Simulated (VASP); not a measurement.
# Ga (I4/mmm) in VASP: relaxation of cell and atoms with PBE+D3(BJ)

Aim: the relaxation of cell and atoms of Ga with PBE+D3(BJ).

Program: VASP 6.6.1. These are calculated values, not measurements. Logs are shortened: lines on timing, memory, paths and dates and some standing lists are left out, and cuts for length are marked.

### 1 The cell of the first run

The structure is tetragonal, space group I4/mmm (No. 139). Conventional cell: a = 2.808 Å, b = 2.808 Å, c = 4.458 Å, α = 90.00°, β = 90.00°, γ = 90.00°. Within 3.7 Å of Ga (site symmetry 4/mmm) lie 12 Ga at 2.81 to 2.99 Å.

### 2 Relaxation of cell and atoms, PBE+D3(BJ)

Input file INCAR:

```
SYSTEM = Ga
PREC = Accurate ; ENCUT = 600
EDIFF = 1E-7 ; ISMEAR = 0
SIGMA = 0.1 ; LREAL = .FALSE.
LASPH = .TRUE. ; NELM = 80
ALGO = Fast ; ISIF = 3
LWAVE = .FALSE. ; LCHARG = .FALSE.
GGA = PE ; IVDW = 12
IBRION = 2 ; NSW = 100
EDIFFG = -0.005
```

Input file KPOINTS:

```
regular mesh
0
G
  20 20 20
  0 0 0
```

Input file POSCAR:

```
Ga
1.0
   -1.4040000000      1.4040000000      2.2290000000
    1.4040000000     -1.4040000000      2.2290000000
    1.4040000000      1.4040000000     -2.2290000000
Ga
1
Direct
    0.0000000000      0.0000000000      0.0000000000
```

Potentials or basis: VASP PAW PBE potentials, release 64 (Ga_d).

Started as:

```bash
$ cat potpaw_PBE.64/Ga_d/POTCAR > POTCAR
$ mpirun -np 1 vasp_std > vasp.out
```

OUTCAR:

```text
SYSTEM = Ga
   PREC = Accurate
   ENCUT = 600
   EDIFF = 1E-7
   ISMEAR = 0
   LREAL = .FALSE.
   LASPH = .TRUE.
   NELM = 80
   ISIF = 3
   GGA = PE
   IVDW = 12
   IBRION = 2
   NSW = 100
   EDIFFG = -0.005
 IVDW          = 12

 ion  position               nearest neighbor table
   1  0.000  0.000  0.000-

  LATTYP: Found a body centered tetragonal cell.
 ALAT       =     2.8080000000
 C/A-ratio  =     1.5876068376

  Lattice vectors:

 A1 = (  -1.4040000000,   1.4040000000,   2.2290000000)
 A2 = (   1.4040000000,  -1.4040000000,   2.2290000000)
 A3 = (   1.4040000000,   1.4040000000,  -2.2290000000)

Analysis of symmetry for initial positions (statically):
=====================================================================
 Subroutine PRICEL returns:
 Original cell was already a primitive cell.

 Routine SETGRP: Setting up the symmetry group for a
 body centered tetragonal supercell.

 Subroutine GETGRP returns: Found 16 space group operations
 (whereof 16 operations were pure point group operations)
 out of a pool of 16 trial point group operations.

The static configuration has the point symmetry D_4h.

Analysis of symmetry for dynamics (positions and initial velocities):
=====================================================================
 Subroutine PRICEL returns:
 Original cell was already a primitive cell.

 Routine SETGRP: Setting up the symmetry group for a
 body centered tetragonal supercell.

 Subroutine GETGRP returns: Found 16 space group operations
 (whereof 16 operations were pure point group operations)
 out of a pool of 16 trial point group operations.

The dynamic configuration has the point symmetry D_4h.

 Subroutine INISYM returns: Found 16 space group operations
 (whereof 16 operations are pure point group operations),
 and found     1 'primitive' translations

----------------------------------------------------------------------------------------

                                     Primitive cell

  volume of cell :      17.5754

  direct lattice vectors                    reciprocal lattice vectors
    -1.404000000  1.404000000  2.229000000     0.000000000  0.356125356  0.224315837
     1.404000000 -1.404000000  2.229000000     0.356125356  0.000000000  0.224315837
     1.404000000  1.404000000 -2.229000000     0.356125356  0.356125356  0.000000000

  length of vectors
     2.985108541  2.985108541  2.985108541     0.420883433  0.420883433  0.503637309

  position of ions in fractional coordinates (direct lattice)
     0.000000000  0.000000000  0.000000000

  ion indices of the primitive-cell ions
   primitive index   ion index
                 1           1

----------------------------------------------------------------------------------------

 KPOINTS: regular mesh

Automatic generation of k-mesh.
 Grid dimensions read from file:
 generate k-points for:   20   20   20

 Generating k-lattice:

  Cartesian coordinates                     Fractional coordinates (reciprocal lattice)
     0.000000000  0.017806268  0.011215792     0.050000000  0.000000000 -0.000000000
     0.017806268  0.000000000  0.011215792     0.000000000  0.050000000 -0.000000000
     0.017806268  0.017806268  0.000000000     0.000000000  0.000000000  0.050000000

  Length of vectors
     0.021044172  0.021044172  0.025181865

  Shift w.r.t. Gamma in fractional coordinates (k-lattice)
     0.000000000  0.000000000  0.000000000

 Subroutine IBZKPT returns following result:
 ===========================================

 Found    641 irreducible k-points:

 Following reciprocal coordinates:
            Coordinates               Weight
  0.000000  0.000000  0.000000      1.000000
  0.050000  0.000000 -0.000000      8.000000
  0.100000 -0.000000  0.000000      8.000000
  0.150000 -0.000000  0.000000      8.000000
  0.200000 -0.000000  0.000000      8.000000
  0.250000  0.000000  0.000000      8.000000
[... 16 lines left out ...]
 -0.400000  0.050000  0.000000     16.000000
 -0.350000  0.050000  0.000000     16.000000
 [... further k-points ...]
   k-points           NKPTS =    641   k-points in BZ     NKDIM =    641   number of bands    NBANDS=     10
   number of dos      NEDOS =    301   number of ions     NIONS =      1
   total plane-waves  NPLWV =  13824
   dimension x,y,z NGX =    24 NGY =   24 NGZ =   24
   dimension x,y,z NGXF=    48 NGYF=   48 NGZF=   48
   ions per type =               1
   NGX,Y,Z   is equivalent  to a cutoff of  13.37, 13.37, 13.37 a.u.
   NGXF,Y,Z  is equivalent  to a cutoff of  26.73, 26.73, 26.73 a.u.
 SYSTEM =  Ga
   PREC   = accura    normal or accurate (medium, high low for compatibility)
   ISTART =      0    job   : 0-new  1-cont  2-samecut
   ICHARG =      2    charge: 1-file 2-atom 10-const
   ISPIN  =      1    spin polarized calculation?
   LNONCOLLINEAR =      F non collinear calculations
   LSORBIT =      F    spin-orbit coupling
   LASPH  =      T    aspherical Exc in radial PAW
   ENCUT  =  600.0 eV  44.10 Ry    6.64 a.u.   5.96  5.96  5.96*2*pi/ulx,y,z
   NELM   =     80;   NELMIN=  2; NELMDL= -5     # of ELM steps
   EDIFF  = 0.1E-06   stopping-criterion for ELM
   LREAL  =      F    real-space projection
   EDIFFG = -.5E-02   stopping-criterion for IOM
   NSW    =    100    number of steps for IOM
   IBRION =      2    ionic relax: 0-MD 1-quasi-New 2-CG
   NFREE  =      1    steps in history (QN), initial steepest desc. (CG)
   ISIF   =      3    stress and relaxation
   ISYM   =      2    0-nonsym 1-usesym 2-fastsym
   POTIM  = 0.5000    time-step for ionic-motion
   TEBEG  =    0.0;   TEEND  =   0.0 temperature during run
   PSTRESS=    0.0 pullay stress
   NELECT =      13.0000    total number of electrons
   NUPDOWN=      -1.0000    fix difference up-down
   EMIN   =  10.00;   EMAX   =-10.00  energy-range for DOS
   EFERMI =   0.00;   METHOD = LEGACY
   ISMEAR =     0;   SIGMA  =   0.10  broadening in eV -4-tet -1-fermi 0-gaus
   EFERMI_NEDOS =   21; number of points for ismear=-14 and -15
   IALGO  =     68    algorithm
   IMIX   =      4    mixing-type and parameters
     AMIX     =   0.40;   BMIX     =  1.00
     AMIX_MAG =   1.60;   BMIX_MAG =  1.00
  volume/ion in A,a.u.               =      17.58       118.60
  Fermi-wavevector in a.u.,A,eV,Ry     =   1.480544  2.797822 29.824096  2.192009
  Thomas-Fermi vector in A             =   2.594565
   LORBIT       =      0    0 simple, 1 ext, 2 COOP (PROOUT), +10 PAW based schemes
   GGA     = PE    functional components
   LHFCALC =     F    Hartree Fock is set to
   AEXX    =    0.0000 exact exchange contribution
   IVDW    =    12    specifies the selected vdW correction
   LEPSILON=     F    determine dielectric tensor
   LRPA    =     F    only Hartree local field effects (RPA)
 conjugate gradient relaxation of ions
 non-spin polarized calculation
 RMM-DIIS sequential band-by-band and
 Gauss-broadening in eV      SIGMA  =   0.10
  energy-cutoff  :      600.00
  volume of cell :       17.58
 maximum number of plane-waves:       628
   NGX = 11   NGY = 11   NGZ = 11

--------------------------------------- Ionic step        1  -------------------------------------------

 number of electron      12.9999995 magnetization

 Free energy of the ion-electron system (eV)
  ---------------------------------------------------
  ext. energy  EPLUGINS =         0.00000000
  ---------------------------------------------------
  free energy    TOTEN  =        -2.87090712 eV

  energy without entropy =       -2.86873345  energy(sigma->0) =       -2.86982029

------------------------ aborting loop because EDIFF is reached ----------------------------------------

 Edisp (eV)   -0.32701

 E8    (eV) :    -0.1528

  FORCE on cell =-STRESS in cart. coord.  units (eV):
  Direction    XX          YY          ZZ          XY          YZ          ZX
  --------------------------------------------------------------------------------------
  -------------------------------------------------------------------------------------
  Total       0.11527     0.11527     0.19107     0.00000     0.00000     0.00000
  in kB      10.50818    10.50818    17.41847     0.00000     0.00000     0.00000
  external pressure =       12.81 kB  Pullay stress =        0.00 kB
[... 94 lines left out ...]
  FREE ENERGIE OF THE ION-ELECTRON SYSTEM (eV)
  ---------------------------------------------------
  free  energy   TOTEN  =        -3.1995735028 eV

  energy  without entropy=       -3.1975121539  energy(sigma->0) =       -3.19854283

[... ionic steps 4 to 7 ...]

--------------------------------------- Ionic step        8  -------------------------------------------

 number of electron      12.9999992 magnetization

------------------------ aborting loop because EDIFF is reached ----------------------------------------

 Edisp (eV)   -0.31932

 E8    (eV) :    -0.1492
[... 67 lines left out ...]
  energy  without entropy=       -3.1979293000  energy(sigma->0) =       -3.19890690

--------------------------------------- Ionic step       10  -------------------------------------------

 number of electron      12.9999992 magnetization

 Free energy of the ion-electron system (eV)
  ---------------------------------------------------
  ext. energy  EPLUGINS =         0.00000000
  ---------------------------------------------------
  free energy    TOTEN  =        -2.88033284 eV

  energy without entropy =       -2.87837474  energy(sigma->0) =       -2.87935379

 E-fermi :   6.0531     XC(G=0): -11.2635

 val. band max:        6.0528427727   @ k =   0.3000   0.2000   0.0500
 cond. band min:       6.0708573838   @ k =  -0.3500   0.4000   0.1500
 fundamental gap:      0.0180146111
 Fermi energy:         6.0531081224

 k-point     1 :       0.0000    0.0000    0.0000
  band No.  band energies     occupation
      1      -9.0317      2.00000
      2      -8.8889      2.00000
      3      -8.8889      2.00000
      4      -8.8837      2.00000
      5      -8.7330      2.00000
      6      -5.4064      2.00000
      7      18.7705      0.00000
      8      18.8096      0.00000
      9      18.8096      0.00000
     10      22.2635      0.00000
[... 287 lines left out ...]
 k-point    24 :      -0.3500    0.0500    0.0000
  band No.  band energies     occupation
      1      -8.9984      2.00000
      2      -8.9732      2.00000
      3      -8.8592      2.00000
      4      -8.7526      2.00000
      5      -8.7219      2.00000
      6      -2.2595      2.00000
      7       6.6970      0.00000
      8      14.6439      0.00000
      9      17.5913      0.00000
     10      19.4600      0.00000

 [... further k-points ...]

------------------------ aborting loop because EDIFF is reached ----------------------------------------

 Edisp (eV)   -0.31955

 E8    (eV) :    -0.1493

  FORCE on cell =-STRESS in cart. coord.  units (eV):
  Direction    XX          YY          ZZ          XY          YZ          ZX
  --------------------------------------------------------------------------------------
  -------------------------------------------------------------------------------------
  Total      -0.00130    -0.00130    -0.00111     0.00000     0.00000     0.00000
  in kB      -0.11558    -0.11558    -0.09860     0.00000     0.00000     0.00000
  external pressure =       -0.11 kB  Pullay stress =        0.00 kB
[... 16 lines left out ...]
  FREE ENERGIE OF THE ION-ELECTRON SYSTEM (eV)
  ---------------------------------------------------
  free  energy   TOTEN  =        -3.1998860102 eV

  energy  without entropy=       -3.1979279105  energy(sigma->0) =       -3.19890696

 reached required accuracy - stopping structural energy minimisation
```

Run time: 5.3 min. Hardware: 1 thread of Intel Xeon Platinum 8488C (Sapphire Rapids), shared host; peak memory 0.3 GiB.

Results:

- Free energy: -3.1999 eV
- Relaxed volume: 17.97 Å³/atom
- Relaxed cell: a = 3.017 Å, b = 3.017 Å, c = 3.017 Å, α = 124.39°, β = 124.39°, γ = 82.55°
- Space group after relaxing (to 0.1 Å): I4/mmm (No. 139)
- Energy gained by relaxing: 2.0 meV/atom
- Ionic steps: 10
- Pressure after relaxing: 0.0 GPa
- Band gap on the k mesh: zero (an odd number of electrons rules out a gap without spin polarisation)
- Dispersion energy per atom: -0.320 eV

The path:
```
step  energy change (eV)  largest force (eV/Å)  pressure (GPa)  volume (Å³)
   1              0.0000                0.0000            1.28        17.58
   2             -0.0017                0.0000            0.13        17.94
   3             -0.0017                0.0000           -0.21        18.03
   4             -0.0017                0.0000           -0.11        17.99
   5             -0.0017                0.0000           -0.06        17.98
   6             -0.0019                0.0000           -0.07        17.98
   7             -0.0020                0.0000           -0.05        17.98
   8             -0.0020                0.0000           -0.06        17.98
   9             -0.0020                0.0000            0.04        17.96
  10             -0.0020                0.0000           -0.01        17.97
```

Final structure:
```xyz
1
Lattice="-1.4075 1.4075 2.2676 1.4075 -1.4075 2.2676 1.4075 1.4075 -2.2676" Properties=species:S:1:pos:R:3 pbc="T T T"
Ga    0.0000    0.0000    0.0000
```

Levels at points of the mesh, in eV from the Fermi level:
| k point | band 3 | band 4 | band 5 | band 6 | band 7 | band 8 | band 9 | band 10 |
| --- | --- | --- | --- | --- | --- | --- | --- | --- |
| (0.00, 0.00, 0.00) | -14.94 | -14.94 | -14.79 | -11.46 | 12.72 | 12.76 | 12.76 | 16.21 |
| (0.50, 0.00, 0.00) | -14.93 | -14.76 | -14.72 | -4.97 | -4.21 | 8.34 | 11.87 | 12.38 |
| (0.50, 0.50, 0.00) | -14.77 | -14.76 | -14.64 | -2.16 | -1.31 | 3.95 | 4.97 | 8.00 |
| (0.50, 0.50, 0.50) | -14.73 | -14.73 | -14.73 | -4.07 | -3.71 | 6.62 | 6.62 | 9.82 |

Zero-point motion and thermal expansion aren't in these numbers.
